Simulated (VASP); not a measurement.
Set up this calculation in VASP 6.6.1, as the native input.

```yaml
Task: relaxation of shape and atoms at fixed volume
Functional: r2SCAN
Potentials_or_basis: VASP PAW PBE potentials, release 64 (C)
Cutoff: 600 eV
k_mesh: 12 × 12 × 4
Occupations: gaussian, width 0.02 eV
Spin: no spin polarisation
Dipole_correction: no
Further_INCAR_settings: ALGO = Normal; EDIFF = 1e-06; IBRION = 2; EDIFFG = -0.01; NSW = 50; ISIF = 4
```

Crystal: C.

```
C
1.0
     2.40482    0.00000    0.00000
    -1.20241    2.08264    0.00000
     0.00000    0.00000    7.93699
C
8
Direct
  0.00000 0.00000 0.09290
  0.00000 0.00000 0.59290
  0.00000 0.00000 0.40710
  0.00000 0.00000 0.90710
  0.33333 0.66667 0.15565
  0.66667 0.33333 0.65565
  0.33333 0.66667 0.34435
  0.66667 0.33333 0.84435
```

One way to write it, as run:

POSCAR

```
C
1.0
    2.4048232025      0.0000000000      0.0000000000
   -1.2024116013      2.0826379850      0.0000000000
    0.0000000000      0.0000000000      7.9369874126
C
8
Direct
    0.0000000000      0.0000000000      0.0929029423
    0.0000000000      0.0000000000      0.5929029423
    0.0000000000      0.0000000000      0.4070970577
    0.0000000000      0.0000000000      0.9070970577
    0.3333333333      0.6666666667      0.1556482143
    0.6666666667      0.3333333333      0.6556482143
    0.3333333333      0.6666666667      0.3443517857
    0.6666666667      0.3333333333      0.8443517857
```

INCAR.step1

```
PREC = Accurate ; ENCUT = 600
ISMEAR = 0 ; SIGMA = 0.02
LREAL = F ; LASPH = T
NELM = 60 ; GGA = PE
ALGO = Normal ; EDIFF = 1E-4
LWAVE = T ; LCHARG = F
```

INCAR.step2

```
PREC = Accurate ; ENCUT = 600
EDIFF = 1E-6 ; ISMEAR = 0
SIGMA = 0.02 ; LREAL = F
LASPH = T ; NELM = 60
ALGO = Normal ; ISIF = 4
LWAVE = F ; LCHARG = F
METAGGA = R2SCAN ; LMIXTAU = T
IBRION = 2 ; NSW = 50
EDIFFG = -0.01 ; ISTART = 1
```

KPOINTS

```
regular mesh
0
Gamma
  12 12 4
```

Potentials or basis: VASP PAW PBE potentials, release 64 (C).

Run with:

```console
$ cat potpaw_PBE.64/C/POTCAR > POTCAR
$ cp INCAR.step1 INCAR
$ mpirun -np 1 vasp_std > vasp.out
$ cp INCAR.step2 INCAR
$ mpirun -np 1 vasp_std > vasp.out
```

It gave:

```
Energy gained by relaxing    : 0.0 meV/atom
Ionic steps                  : 3
Pressure after relaxing      : 73.5 GPa
Largest force after relaxing : 0.005 eV/Å
Band gap on the k mesh       : 5.09 eV (least direct gap 5.79 eV)
```

Caveat: the PAW data sets were made with another functional, which shifts forces and pressure a little.

It took 7.3 min on 1 thread of Oxide Virtual Turin-like Processor (shared host), peak memory 0.16 GiB.
